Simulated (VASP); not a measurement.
Wanted: the native input for a VASP 6.6.1 run.

```
Task                   : single point
Functional             : r2SCAN
Potentials or basis    : VASP PAW PBE potentials, release 64 (W_sv, C_h)
Cutoff                 : 910 eV
k mesh                 : 13 × 13 × 13
Occupations            : gaussian, width 0.3 eV
Spin                   : no spin polarisation
Dipole correction      : no
Second run             : hard_potentials
Further INCAR settings : ALGO = Normal; EDIFF = 1e-06; NBANDS = 16
```

The system is WC.

```
W C
1.0
     0.00000    2.19268    2.19268
     2.19268    0.00000    2.19268
     2.19268    2.19268    0.00000
W C
1 1
Cartesian
  0.0000 0.0000 0.0000
  2.1927 2.1927 2.1927
```

One way to write it, as run:

POSCAR

```
WC
1.0
    0.0000000000      2.1926800000      2.1926800000
    2.1926800000      0.0000000000      2.1926800000
    2.1926800000      2.1926800000      0.0000000000
W C
1 1
Direct
    0.0000000000      0.0000000000      0.0000000000
    0.5000000000      0.5000000000      0.5000000000
```

INCAR.step1

```
SYSTEM = WC
PREC     = Accurate       ! precision mode
ENCUT    = 910            ! plane-wave cutoff, eV
ISMEAR   = 0              ! smearing method
SIGMA    = 0.3            ! smearing width, eV
LREAL    = .FALSE.        ! projectors in reciprocal space
LASPH    = .TRUE.         ! aspherical terms in the spheres
NELM     = 120            ! most SCF steps
NBANDS   = 16             ! bands
GGA      = PE             ! functional
ALGO     = Normal         ! electronic algorithm
EDIFF    = 1E-5           ! SCF threshold, eV
LWAVE    = .TRUE.         ! write WAVECAR
LCHARG   = .FALSE.        ! write CHGCAR
GGA_COMPAT= .FALSE.
```

INCAR.step2

```
SYSTEM = WC
PREC     = Accurate       ! precision mode
ENCUT    = 910            ! plane-wave cutoff, eV
EDIFF    = 1E-6           ! SCF threshold, eV
ISMEAR   = 0              ! smearing method
SIGMA    = 0.3            ! smearing width, eV
LREAL    = .FALSE.        ! projectors in reciprocal space
LASPH    = .TRUE.         ! aspherical terms in the spheres
NELM     = 120            ! most SCF steps
ALGO     = Normal         ! electronic algorithm
ISIF     = 2              ! what is computed and relaxed
LWAVE    = .FALSE.        ! write WAVECAR
LCHARG   = .TRUE.         ! write CHGCAR
METAGGA  = R2SCAN         ! meta-GGA
LMIXTAU  = .TRUE.       
LELF     = .TRUE.         ! ELF
LVHAR    = .TRUE.       
NBANDS   = 16             ! bands
ISTART   = 1            
GGA_COMPAT= .FALSE.
```

KPOINTS

```
regular mesh
0
G
  13 13 13
  0 0 0
```

Potentials or basis: VASP PAW PBE potentials, release 64 (W_sv, C_h).

The run is started by

```bash
$ cat potpaw_PBE.64/W_sv/POTCAR potpaw_PBE.64/C_h/POTCAR > POTCAR
$ cp INCAR.step1 INCAR
$ mpirun -np 1 vasp_std > vasp.out
$ cp INCAR.step2 INCAR
$ mpirun -np 1 vasp_std > vasp.out
```

Results of the run:

| Quantity | Value |
| --- | --- |
| Pressure | -3.6 GPa |
| Band gap on the k mesh | zero (band 9 reaches 13.74 eV, above the bottom of band 10 at 10.53 eV) |

Caveat: the cutoff is under 1.25 times the usual one of these potentials, so pressure, stress and relaxed cells hold a basis-set (Pulay) error; the PAW data sets were made with another functional, which shifts forces and pressure a little; spin-orbit coupling is left out, which moves the levels of the heavy elements.

It took 2.4 min on 1 thread of Intel(R) Xeon(R) Platinum 8175M CPU @ 2.50GHz (Skylake/Cascade Lake), with other jobs on the host, peak memory 0.24 GiB.
